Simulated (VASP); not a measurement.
# CdS (F-43m) in VASP: further runs

CdS is run at these levels: PBE; tasks: G0W0 quasiparticle levels.

All numbers are computed with VASP 6.6.1; they aren't measurements. Logs are shortened: lines on timing, memory, paths and dates and some standing lists are left out, and cuts for length are marked.

### Step 1. The cell of the first run

It takes space group F-43m (No. 216, cubic). The conventional cell has a = 5.818 Å, b = 5.818 Å, c = 5.818 Å, α = 90.00°, β = 90.00°, γ = 90.00°. Cd (site symmetry -43m) has 4 S at 2.52 Å within 3.3 Å. S (site symmetry -43m) has 4 Cd at 2.52 Å within 3.3 Å.

### Step 2. G0W0 quasiparticle levels, PBE

The input, POSCAR:

```
CdS
1.0
    0.0000000000      2.9090000000      2.9090000000
    2.9090000000      0.0000000000      2.9090000000
    2.9090000000      2.9090000000      0.0000000000
Cd S
1 1
Direct
    0.0000000000      0.0000000000      0.0000000000
    0.2500000000      0.2500000000      0.2500000000
```

The input, INCAR.step1:

```
SYSTEM = CdS
PREC = Accurate ; ENCUT = 500
EDIFF = 1E-8 ; ISMEAR = 0
SIGMA = 0.01 ; LREAL = .False.
LASPH = .True. ; NELM = 60
ALGO = Normal ; LWAVE = .True.
LCHARG = .False. ; GGA = PE
```

The input, INCAR.step2:

```
SYSTEM = CdS
PREC = Accurate ; ENCUT = 500
EDIFF = 1E-8 ; ISMEAR = 0
SIGMA = 0.01 ; LREAL = .False.
LASPH = .True. ; NELM = 1
ALGO = Exact ; LWAVE = .True.
LCHARG = .False. ; GGA = PE
NBANDS = 492 ; LOPTICS = .True.
ISTART = 1
```

The input, INCAR.step3:

```
SYSTEM = CdS
PREC = Accurate ; ENCUT = 500
EDIFF = 1E-8 ; ISMEAR = 0
SIGMA = 0.01 ; LREAL = .False.
LASPH = .True. ; ALGO = EVGW0
LWAVE = .False. ; LCHARG = .False.
GGA = PE ; NELMGW = 1
NBANDS = 492 ; ENCUTGW = 180.0
NOMEGA = 48 ; PRECFOCK = Fast
ISTART = 1 ; NBANDSGW = 17
```

The input, KPOINTS:

```
regular mesh
0
Gamma
  2 2 2
  0 0 0
```

Potentials or basis: VASP PAW PBE potentials, release 64 (Cd_GW, S_GW).

Started as:

```
$ cat potpaw_PBE.64/Cd_GW/POTCAR potpaw_PBE.64/S_GW/POTCAR > POTCAR
$ cp INCAR.step1 INCAR
$ mpirun -np 1 vasp_std > vasp.out
$ cp INCAR.step2 INCAR
$ mpirun -np 1 vasp_std > vasp.out
$ cp INCAR.step3 INCAR
$ mpirun -np 1 vasp_std > vasp.out
```

OUTCAR:

```text
SYSTEM = CdS
   PREC = Accurate
   ENCUT = 500
   EDIFF = 1E-8
   ISMEAR = 0
   LREAL = .False.
   LASPH = .True.
   GGA = PE
   NELMGW = 1
   ENCUTGW = 180.0
   PRECFOCK = Fast
   ISTART = 1

 ion  position               nearest neighbor table
   1  0.000  0.000  0.000-   2 2.52   2 2.52   2 2.52   2 2.52
   2  0.250  0.250  0.250-   1 2.52   1 2.52   1 2.52   1 2.52

  LATTYP: Found a face centered cubic cell.
 ALAT       =     5.8180000000

  Lattice vectors:

 A1 = (   0.0000000000,   2.9090000000,   2.9090000000)
 A2 = (   2.9090000000,   0.0000000000,   2.9090000000)
 A3 = (   2.9090000000,   2.9090000000,   0.0000000000)

Analysis of symmetry for initial positions (statically):
=====================================================================
 Subroutine PRICEL returns:
 Original cell was already a primitive cell.

 Routine SETGRP: Setting up the symmetry group for a
 face centered cubic supercell.

 Subroutine GETGRP returns: Found 24 space group operations
 (whereof 24 operations were pure point group operations)
 out of a pool of 48 trial point group operations.

The static configuration has the point symmetry T_d .

Analysis of symmetry for dynamics (positions and initial velocities):
=====================================================================
 Subroutine PRICEL returns:
 Original cell was already a primitive cell.

 Routine SETGRP: Setting up the symmetry group for a
 face centered cubic supercell.

 Subroutine GETGRP returns: Found 24 space group operations
 (whereof 24 operations were pure point group operations)
 out of a pool of 48 trial point group operations.

The dynamic configuration has the point symmetry T_d .

 Subroutine INISYM returns: Found 24 space group operations
 (whereof 24 operations are pure point group operations),
 and found     1 'primitive' translations

----------------------------------------------------------------------------------------

                                     Primitive cell

  volume of cell :      49.2336

  direct lattice vectors                    reciprocal lattice vectors
     0.000000000  2.909000000  2.909000000    -0.171880371  0.171880371  0.171880371
     2.909000000  0.000000000  2.909000000     0.171880371 -0.171880371  0.171880371
     2.909000000  2.909000000  0.000000000     0.171880371  0.171880371 -0.171880371

  length of vectors
     4.113947253  4.113947253  4.113947253     0.297705536  0.297705536  0.297705536

  position of ions in fractional coordinates (direct lattice)
     0.000000000  0.000000000  0.000000000
     0.250000000  0.250000000  0.250000000

  ion indices of the primitive-cell ions
   primitive index   ion index
                 1           1
                 2           2

----------------------------------------------------------------------------------------

 KPOINTS: regular mesh

Automatic generation of k-mesh.
 Grid dimensions read from file:
 generate k-points for:    2    2    2

 Generating k-lattice:

  Cartesian coordinates                     Fractional coordinates (reciprocal lattice)
    -0.085940186  0.085940186  0.085940186     0.500000000  0.000000000  0.000000000
     0.085940186 -0.085940186  0.085940186     0.000000000  0.500000000  0.000000000
     0.085940186  0.085940186 -0.085940186     0.000000000  0.000000000  0.500000000

  Length of vectors
     0.148852768  0.148852768  0.148852768

  Shift w.r.t. Gamma in fractional coordinates (k-lattice)
     0.000000000  0.000000000  0.000000000

 Subroutine IBZKPT returns following result:
 ===========================================

 Found      3 irreducible k-points:

 Following reciprocal coordinates:
            Coordinates               Weight
  0.000000  0.000000  0.000000      1.000000
  0.500000  0.000000  0.000000      4.000000
  0.500000  0.500000  0.000000      3.000000
   k-points           NKPTS =      3   k-points in BZ     NKDIM =      8   number of bands    NBANDS=    492
   number of dos      NEDOS =    301   number of ions     NIONS =      2
   total plane-waves  NPLWV =  27000
   dimension x,y,z NGX =    30 NGY =   30 NGZ =   30
   dimension x,y,z NGXF=    60 NGYF=   60 NGZF=   60
   ions per type =               1   1
   NGX,Y,Z   is equivalent  to a cutoff of  12.12, 12.12, 12.12 a.u.
   NGXF,Y,Z  is equivalent  to a cutoff of  24.25, 24.25, 24.25 a.u.
 SYSTEM =  CdS
   PREC   = accura    normal or accurate (medium, high low for compatibility)
   ISTART =      1    job   : 0-new  1-cont  2-samecut
   ICHARG =      0    charge: 1-file 2-atom 10-const
   ISPIN  =      1    spin polarized calculation?
   LNONCOLLINEAR =      F non collinear calculations
   LSORBIT =      F    spin-orbit coupling
   LASPH  =      T    aspherical Exc in radial PAW
   ENCUT  =  500.0 eV  36.75 Ry    6.06 a.u.   7.50  7.50  7.50*2*pi/ulx,y,z
   NELM   =     60;   NELMIN=  2; NELMDL=  0     # of ELM steps
   EDIFF  = 0.1E-07   stopping-criterion for ELM
   LREAL  =      F    real-space projection
   EDIFFG = 0.1E-06   stopping-criterion for IOM
   NSW    =      0    number of steps for IOM
   IBRION =     -1    ionic relax: 0-MD 1-quasi-New 2-CG
   NFREE  =      0    steps in history (QN), initial steepest desc. (CG)
   ISIF   =      0    stress and relaxation
   ISYM   =      3    0-nonsym 1-usesym 2-fastsym
   POTIM  = 0.5000    time-step for ionic-motion
   TEBEG  =    0.0;   TEEND  =   0.0 temperature during run
   PSTRESS=    0.0 pullay stress
   NELECT =      18.0000    total number of electrons
   NUPDOWN=      -1.0000    fix difference up-down
   EMIN   =  10.00;   EMAX   =-10.00  energy-range for DOS
   EFERMI =   0.00;   METHOD = LEGACY
   ISMEAR =     0;   SIGMA  =   0.01  broadening in eV -4-tet -1-fermi 0-gaus
   EFERMI_NEDOS =   21; number of points for ismear=-14 and -15
   IALGO  =     38    algorithm
   IMIX   =      4    mixing-type and parameters
     AMIX     =   0.40;   BMIX     =  1.00
     AMIX_MAG =   1.60;   BMIX_MAG =  1.00
  volume/ion in A,a.u.               =      24.62       166.12
  Fermi-wavevector in a.u.,A,eV,Ry     =   1.170609  2.212131 18.644417  1.370326
  Thomas-Fermi vector in A             =   2.307065
   LORBIT       =      0    0 simple, 1 ext, 2 COOP (PROOUT), +10 PAW based schemes
   GGA     = PE    functional components
   LHFCALC =     T    Hartree Fock is set to
   PRECFOCK=fast      Normal, Fast or Accurate (Low or Medium for compatibility)
   ENCUT4O =  -1.0   cutoff for four orbital integrals eV
   NKREDX  =     1    reduce k-point grid by
   NKREDY  =     1    reduce k-point grid by
   NKREDZ  =     1    reduce k-point grid by
   AEXX    =    1.0000 exact exchange contribution
   HFSCREEN=    0.0000 screening length (either q_TF or 0.3 A-1)
   HFSCREENC=   0.0000 screening length for correlation (either q_TF or 0.3 A-1)
   ENCUTFOCK=  -1.0 apply spherical cutoff to Coloumb kernel
   IVDW    =     0    specifies the selected vdW correction
   LEPSILON=     F    determine dielectric tensor
   LRPA    =     F    only Hartree local field effects (RPA)
   LRPAFORCE           =     F    calculate RPA forces
   ENCUTGW             = 180.0    cutoff for response function in eV
   ENCUTGWSOFT         = 144.0    soft cutoff for Coulomb kernel in GW response function in eV
   ENCUTLF             =  -1.0    cutoff for local field effects
   NELMGW              =     1    number of iterations in solving QP/BSE equation
   NELMHF              =     1    number of iterations in the inner HF iteration
   NKREDLFX            =     1    NKREDLFY  =   1   NKREDLFZ  =   1
 non-spin polarized calculation
 Gauss-broadening in eV      SIGMA  =   0.01
  energy-cutoff  :      500.00
  volume of cell :       49.23
 maximum number of plane-waves:      1243
 NGX is ok and might be reduce to    30
  NGX = 16; NGY = 16; NGZ = 16
   NGX = 15   NGY = 15   NGZ = 15
 maximum number of plane-waves:       283

 QP shifts <psi_nk| G(iteration)W_0 |psi_nk>: iteration 1
 for sc-GW calculations column KS-energies equals QP-energies in previous step
 and V_xc(KS)=  KS-energies - (<T + V_ion + V_H > + <T+V_H+V_ion>^1  + <V_x>^1)

 k-point   1 :       0.0000    0.0000    0.0000
  band No.  KS-energies  QP-energies   sigma(KS)   V_xc(KS)     V^pw_x(r,r')   Z            occupation Imag(sigma)

      1      -9.3289      -9.7999     -13.7304     -12.9606     -20.8300       0.6117       2.0000       1.0092
      2      -5.0443      -6.8469     -17.7705     -15.1940     -23.0596       0.6996       2.0000       0.3862
      3      -5.0443      -6.8469     -17.7705     -15.1940     -23.0596       0.6996       2.0000       0.3862
      4      -5.0443      -6.8469     -17.7705     -15.1940     -23.0596       0.6996       2.0000       0.3862
      5      -4.5937      -6.4771     -18.1736     -15.4940     -23.2935       0.7029       2.0000       0.3500
      6      -4.5937      -6.4771     -18.1736     -15.4940     -23.2935       0.7029       2.0000       0.3500
[... 9 lines left out ...]
     16      14.3851      13.8877      -8.4038      -7.7305      -2.2742       0.7387       0.0000      -0.4218
     17      16.1265      15.6834      -7.6761      -7.1117      -2.0377       0.7852       0.0000      -0.5308

 k-point   2 :       0.5000    0.0000    0.0000
  band No.  KS-energies  QP-energies   sigma(KS)   V_xc(KS)     V^pw_x(r,r')   Z            occupation Imag(sigma)

      1      -8.8856      -9.4947     -14.5917     -13.6053     -21.4638       0.6175       2.0000       0.9074
      2      -4.9289      -6.7408     -17.8653     -15.2701     -23.1145       0.6982       2.0000       0.3810
      3      -4.9289      -6.7408     -17.8653     -15.2701     -23.1145       0.6982       2.0000       0.3810
      4      -4.5538      -6.4401     -18.2336     -15.5545     -23.3723       0.7041       2.0000       0.3504
      5      -4.5538      -6.4401     -18.2336     -15.5545     -23.3723       0.7041       2.0000       0.3504
      6      -4.1694      -5.9561     -18.0048     -15.4868     -23.1453       0.7096       2.0000       0.3865
[... 9 lines left out ...]
     16      15.2771      15.4804     -10.5909     -10.8645      -4.7113       0.7430       0.0000      -0.3197
     17      16.7261      16.8346     -10.3601     -10.5094      -4.1380       0.7262       0.0000      -0.4138

 k-point   3 :       0.5000    0.5000    0.0000
  band No.  KS-energies  QP-energies   sigma(KS)   V_xc(KS)     V^pw_x(r,r')   Z            occupation Imag(sigma)

      1      -8.7500      -9.4287     -14.8777     -13.8151     -21.6769       0.6387       2.0000       0.8867
      2      -4.8460      -6.6690     -17.5698     -14.9800     -22.6648       0.7039       2.0000       0.3607
      3      -4.7040      -6.5557     -18.1795     -15.5445     -23.4142       0.7027       2.0000       0.3782
      4      -4.7040      -6.5557     -18.1795     -15.5445     -23.4142       0.7027       2.0000       0.3782
      5      -4.5066      -6.4031     -18.2722     -15.5888     -23.4028       0.7068       2.0000       0.3466
      6      -4.0905      -5.8078     -17.7451     -15.3044     -22.8585       0.7036       2.0000       0.3863
[... 9 lines left out ...]
     16      16.2242      16.4062     -10.7026     -10.9517      -4.7984       0.7307       0.0000      -0.3299
     17      16.2242      16.4062     -10.7026     -10.9517      -4.7984       0.7307       0.0000      -0.3299
```

Wall time 2.5 min (1 thread of Intel Xeon 8259CL, shared host); peak memory 0.34 GiB.

Results:

```
Quasiparticle gap                                   : 1.59 eV
Least direct quasiparticle gap                      : 1.59 eV
Band gap of the starting levels on the mesh         : 1.00 eV
Least direct gap of the starting levels on the mesh : 1.00 eV
```

Caveat: the k points lie up to 0.94 Å⁻¹ apart; bands, screening cutoff and mesh are small and nothing is extrapolated, so the quasiparticle values aren't converged.

### Step 3. G0W0 quasiparticle levels, PBE

POSCAR is that of step 2.

The input, INCAR.step1:

```
PREC = Accurate ; ENCUT = 500
EDIFF = 1E-8 ; ISMEAR = 0
SIGMA = 0.01 ; LREAL = False
LASPH = True ; NELM = 60
ALGO = Normal ; LWAVE = True
LCHARG = False ; GGA = PE
```

The input, INCAR.step2:

```
PREC = Accurate ; ENCUT = 500
EDIFF = 1E-8 ; ISMEAR = 0
SIGMA = 0.01 ; LREAL = False
LASPH = True ; NELM = 1
ALGO = Exact ; LWAVE = True
LCHARG = False ; GGA = PE
NBANDS = 958 ; LOPTICS = True
ISTART = 1
```

The input, INCAR.step3:

```
PREC = Accurate ; ENCUT = 500
EDIFF = 1E-8 ; ISMEAR = 0
SIGMA = 0.01 ; LREAL = False
LASPH = True ; ALGO = EVGW0
LWAVE = False ; LCHARG = False
GGA = PE ; NELMGW = 1
NBANDS = 958 ; ENCUTGW = 200
NOMEGA = 48 ; PRECFOCK = Fast
ISTART = 1 ; NBANDSGW = 17
```

The input, KPOINTS:

```
Automatic mesh
0
Gamma
  2 2 2
```

Potentials or basis: VASP PAW PBE potentials, release 64 (Cd_GW, S_GW).

Started as:

```
$ cat potpaw_PBE.64/Cd_GW/POTCAR potpaw_PBE.64/S_GW/POTCAR > POTCAR
$ cp INCAR.step1 INCAR
$ mpirun -np 1 vasp_std > vasp.out
$ cp INCAR.step2 INCAR
$ mpirun -np 1 vasp_std > vasp.out
$ cp INCAR.step3 INCAR
$ mpirun -np 1 vasp_std > vasp.out
```

OUTCAR:

```text
PREC = Accurate
   ENCUT = 500
   EDIFF = 1E-8
   ISMEAR = 0
   LREAL = False
   LASPH = True
   GGA = PE
   NELMGW = 1
   ENCUTGW = 200
   PRECFOCK = Fast
   ISTART = 1

 ion  position               nearest neighbor table
   1  0.000  0.000  0.000-   2 2.52   2 2.52   2 2.52   2 2.52
   2  0.250  0.250  0.250-   1 2.52   1 2.52   1 2.52   1 2.52

  LATTYP: Found a face centered cubic cell.
 ALAT       =     5.8180000000

  Lattice vectors:

[... 149 lines left out ...]
   ENCUTGWSOFT         = 160.0    soft cutoff for Coulomb kernel in GW response function in eV
   ENCUTLF             =  -1.0    cutoff for local field effects
   NELMGW              =     1    number of iterations in solving QP/BSE equation
   NELMHF              =     1    number of iterations in the inner HF iteration
   NKREDLFX            =     1    NKREDLFY  =   1   NKREDLFZ  =   1
 non-spin polarized calculation
 Gauss-broadening in eV      SIGMA  =   0.01
  energy-cutoff  :      500.00
  volume of cell :       49.23
 maximum number of plane-waves:      1243
 NGX is ok and might be reduce to    30
  NGX = 16; NGY = 16; NGZ = 16
   NGX = 15   NGY = 15   NGZ = 15
 maximum number of plane-waves:       332

 QP shifts <psi_nk| G(iteration)W_0 |psi_nk>: iteration 1
 for sc-GW calculations column KS-energies equals QP-energies in previous step
 and V_xc(KS)=  KS-energies - (<T + V_ion + V_H > + <T+V_H+V_ion>^1  + <V_x>^1)

 k-point   1 :       0.0000    0.0000    0.0000
  band No.  KS-energies  QP-energies   sigma(KS)   V_xc(KS)     V^pw_x(r,r')   Z            occupation Imag(sigma)

      1      -9.3289      -9.8338     -13.8033     -12.9606     -20.8300       0.5991       2.0000       1.0353
      2      -5.0443      -6.8975     -17.8435     -15.1940     -23.0596       0.6995       2.0000       0.4065
      3      -5.0443      -6.8975     -17.8435     -15.1940     -23.0596       0.6995       2.0000       0.4065
      4      -5.0443      -6.8975     -17.8435     -15.1940     -23.0596       0.6995       2.0000       0.4065
      5      -4.5937      -6.5397     -18.2467     -15.4940     -23.2935       0.7070       2.0000       0.3665
      6      -4.5937      -6.5397     -18.2467     -15.4940     -23.2935       0.7070       2.0000       0.3665
[... 38 lines left out ...]
      3      -4.7040      -6.6103     -18.2552     -15.5445     -23.4142       0.7033       2.0000       0.3996
      4      -4.7040      -6.6103     -18.2552     -15.5445     -23.4142       0.7033       2.0000       0.3996
      5      -4.5065      -6.4618     -18.3444     -15.5888     -23.4028       0.7096       2.0000       0.3639
      6      -4.0905      -5.8592     -17.8205     -15.3044     -22.8585       0.7030       2.0000       0.4026
[... 9 lines left out ...]
     16      16.2242      16.3835     -10.7340     -10.9517      -4.7984       0.7318       0.0000      -0.2874
     17      16.2242      16.3835     -10.7340     -10.9517      -4.7984       0.7318       0.0000      -0.2874
```

OUTCAR.step1:

```text
PREC = Accurate
   ENCUT = 500
   EDIFF = 1E-8
   ISMEAR = 0
   LREAL = False
[... 246 lines left out ...]
      0.00000      0.00000      0.00000        -0.000000     -0.000000     -0.000000
      1.45450      1.45450      1.45450         0.000000      0.000000      0.000000
 -----------------------------------------------------------------------------------
    total drift:                                0.000000      0.000000      0.000000

  FREE ENERGIE OF THE ION-ELECTRON SYSTEM (eV)
  ---------------------------------------------------
  free  energy   TOTEN  =        -5.2023535899 eV

  energy  without entropy=       -5.2023535899  energy(sigma->0) =       -5.20235359
```

OUTCAR.step2:

```text
PREC = Accurate
   ENCUT = 500
   EDIFF = 1E-8
   ISMEAR = 0
   LREAL = False
[... 604 lines left out ...]
     0.00000    76.54865    76.54865    76.54865     0.00000    -0.00000     0.00000
     5.11011     1.27607     1.27607     1.27607    -0.00000     0.00000    -0.00000
    10.22022    -1.62934    -1.62934    -1.62934    -0.00000     0.00000    -0.00000
    15.33033    -0.43835    -0.43835    -0.43835     0.00000     0.00000     0.00000
    20.44043     0.24358     0.24358     0.24358    -0.00000     0.00000    -0.00000
    25.55054     0.67812     0.67812     0.67812     0.00000     0.00000     0.00000
[... 92 lines left out ...]
   500.79062     0.99700     0.99700     0.99700    -0.00000     0.00000    -0.00000
   505.90073     0.99706     0.99706     0.99706    -0.00000     0.00000    -0.00000
```

It took 77 s on 1 thread of AMD EPYC 9R45 (Zen 5), shared host; peak memory 0.43 GiB.

Results:

```
Quasiparticle gap                                   : 1.61 eV
Least direct quasiparticle gap                      : 1.61 eV
Band gap of the starting levels on the mesh         : 1.00 eV
Least direct gap of the starting levels on the mesh : 1.00 eV
```

Caveat: the k points lie up to 0.94 Å⁻¹ apart; bands, screening cutoff and mesh are small and nothing is extrapolated, so the quasiparticle values aren't converged.
